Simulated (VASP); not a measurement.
**HC32 (a cell with a defect): single point with PBE+D3(BJ)**

The system is HC32 (a cell with a defect).

```xyz
33
Lattice="5.6710 0.0000 -3.4027 -2.8677 -4.9298 -3.3595 -2.8677 4.9298 -3.3595" Properties=species:S:1:pos:R:3 pbc="T T T"
C     0.6923    2.4576   -3.3923
C    -0.0444   -1.2461   -6.7240
C     2.0357    0.0000   -7.1322
C     0.6946    0.0000   -3.4087
C    -1.4469    1.2213   -3.4762
C     2.8309    1.2274   -3.3312
C     2.0884   -2.4668   -6.7241
C     0.6923   -2.4576   -3.3923
C    -1.4469   -1.2212   -3.4762
C     2.8309   -1.2274   -3.3312
C     4.9700    0.0000   -3.2434
C    -2.1685    0.0000   -6.7453
C    -1.4369   -3.6852   -3.3422
C    -0.0444    1.2461   -6.7240
C     2.0884    2.4669   -6.7241
C    -1.4369    3.6852   -3.3422
C    -0.7542   -2.4755   -6.7165
C     1.3617   -1.2651   -6.7667
C    -2.1521    0.0000   -3.5695
C     2.1169    0.0000   -3.3550
C    -0.0213    1.2265   -3.4233
C     1.3850   -3.7027   -6.6476
C    -2.1507   -2.4643   -3.3928
C    -0.7542    2.4755   -6.7165
C    -0.0213   -1.2265   -3.4233
C     1.3850    3.7027   -6.6476
C    -5.0098    0.0000   -6.5781
C    -0.7528    0.0000   -6.7460
C    -2.8795    1.2391   -6.7497
C     1.3617    1.2651   -6.7668
C    -2.1507    2.4643   -3.3928
C    -2.8795   -1.2391   -6.7497
H     1.5906    0.0000   -8.2667
```

- Program: VASP 6.6.1
- Task: single point
- Functional: PBE
- Dispersion: D3(BJ)
- Potentials or basis: VASP PAW PBE potentials, release 64 (C, H)
- Cutoff: 520 eV
- k mesh: 2 × 2 × 2, shifted
- Occupations: gaussian, width 0.02 eV
- Spin: collinear spin
- Dipole correction: no
- Further INCAR settings: LREAL = Auto; ALGO = Normal; EDIFF = 1e-06; NBANDS = 90

```yaml
Pressure: 0.9 GPa
Largest_force: 1.891 eV/Å
Band_gap_on_the_k_mesh: 0.13 eV
Net_moment: 1.00 μB per cell
Site_moments: C -0.01, +0.00, -0.02, +0.01, +0.08, +0.03, +0.02, +0.06, +0.05 (each value once); H +0.06 μB
Valence_electrons_inside_the_program's_atomic_spheres: C 2.65, 2.66, 2.61, 2.64, 2.62 (each value once); H 0.58
Dispersion_energy_per_atom: -0.154 eV
```

Forces on the atoms (eV/Å):
```
C   -0.047  0.020  0.043
C   -0.019 -0.014  0.034
C   -0.206  0.000 -0.793
C   -0.043  0.000  0.017
C   -0.053 -0.019  0.005
C   -0.035  0.007  0.027
C   -0.032  0.009  0.032
C   -0.047 -0.020  0.043
C   -0.053  0.019  0.005
C   -0.035 -0.007  0.027
C   -0.039  0.000 -0.210
C   -0.009  0.000 -0.031
C   -0.081 -0.063 -0.002
C   -0.019  0.014  0.034
C   -0.032 -0.009  0.032
C   -0.081  0.063 -0.002
C   -0.040  0.001  0.060
C   -0.073 -0.071  0.102
C    0.028  0.000 -0.117
C    0.009  0.000 -0.016
C   -0.019 -0.003  0.038
C   -0.029  0.011 -0.008
C   -0.044 -0.018  0.021
C   -0.040 -0.001  0.060
C   -0.019  0.003  0.038
C   -0.029 -0.011 -0.008
C   -0.174  0.000 -0.789
C   -0.014  0.000 -0.027
C   -0.036 -0.028  0.032
C   -0.073  0.071  0.102
C   -0.044  0.018  0.021
C   -0.036  0.028  0.032
H    1.461  0.000  1.200
```

Stress tensor (GPa, compression positive):
```
 0.95  0.00 -1.19
 0.00  2.20  0.00
-1.19  0.00 -0.46
```

Levels at points of the mesh, in eV from the valence-band top:
Spin up:
```csv
k point,band 61,band 62,band 63,band 64,band 65,band 66,band 67,band 68,band 69,band 70
"(0.25, 0.25, 0.25)",-2.87,-2.72,-2.65,-2.60,0.00,1.57,1.58,1.96,2.45,2.54
```
Spin down:
```
           k point  band 60  band 61  band 62  band 63  band 64  band 65  band 66  band 67  band 68  band 69
(0.25, 0.25, 0.25)    -2.87    -2.80    -2.65    -2.56    -2.53     0.35     1.65     1.65     2.03     2.56
```

Wall time 5.7 min on 1 thread of Intel Xeon 8259CL, with other jobs on the host, peak memory 0.51 GiB.
